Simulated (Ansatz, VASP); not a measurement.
**Fe: VASP beside Ansatz**

```
Fe
1.0
     2.32817    0.00000    0.00000
     0.00000    2.32817    0.00000
     0.00000    0.00000    2.32817
Fe
1
Direct
  0.00000 0.00000 0.00000
```

Alike in both runs: functional PBEsol; k mesh 18 × 18 × 18; occupations gaussian, width 0.1 eV; collinear spin.

Ansatz relaxed the structure, and its values are those at the end. VASP's run is a single point on that final structure, the one shown.

```csv
,VASP,Ansatz
version,VASP 6.6.1,Ansatz 0.2.0
potentials or method,"VASP PAW PBE potentials, release 64 (Fe), cutoff 520 eV","scalar-relativistic, plane waves, PAW"
valence electrons in the cell,8,16
```

```csv
,VASP,Ansatz,Ansatz less VASP
gap on the k mesh at the Fermi level (eV),none,none,-
pressure (GPa),-0.4,0.0,+0.40
net moment per atom (μB),2.33,2.33,-0.002
size of the moment on the site where the two differ most (μB),2.31,2.28,-0.023
```

VASP's potentials were made for PBE, not for PBEsol. Site moments also hang on the region over which each program counts them. A gap of «none» marks a metal or a gap that the smearing closes. The functional is the same, so the differences come from potentials, cutoffs and numerics. VASP's potentials hold 8 valence electrons a cell and Ansatz's 16, so a difference there can come from the potentials and not from the codes.
